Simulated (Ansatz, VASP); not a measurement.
# Ga2O3: VASP beside Ansatz

```
CELL_PARAMETERS angstrom
6.12741 -1.51956 -0.00261
6.12741 1.51956 -0.00261
-1.38364 0.00000 5.64108
ATOMIC_POSITIONS crystal
Ga 0.34126 0.34126 0.68555
Ga 0.65874 0.65874 0.31445
Ga 0.90949 0.90949 0.20523
Ga 0.09051 0.09051 0.79477
O 0.50370 0.50370 0.74375
O 0.49630 0.49630 0.25625
O 0.82666 0.82666 0.43647
O 0.17334 0.17334 0.56353
O 0.16421 0.16421 0.10913
O 0.83579 0.83579 0.89087
```

Alike in both runs: task single point; functional r2SCAN; k mesh 8 × 8 × 4; no spin polarisation.

```csv
,VASP,Ansatz
version,VASP 6.6.1,Ansatz 0.2.0
potentials or method,"VASP PAW PBE potentials, release 64 (Ga_d, O)","plane waves, PAW"
plane-wave cutoff (eV),520,500
occupations,"gaussian, width 0.01 eV",fixed
valence electrons in the cell,88,88
```

Ansatz gave:

| Quantity | Value |
| --- | --- |
| gap on the k mesh at the Fermi level (eV) | 3.03 |
| pressure (GPa) | 0.0 |
| traceless stress, the component that is largest in VASP (GPa) | 0.00 |
| rms of the force components (eV/Å) | 0.001 |

Task: Estimate VASP's values.

Result: gap on the k mesh at the Fermi level (eV): 3.01; pressure (GPa): 1.8; traceless stress, the component that is largest in VASP (GPa): 0.20; rms of the force components (eV/Å): 0.036.

VASP's potentials were made for PBE, not for r2SCAN. Atom by atom the forces differ by 0.035 eV/Å (rms over components).
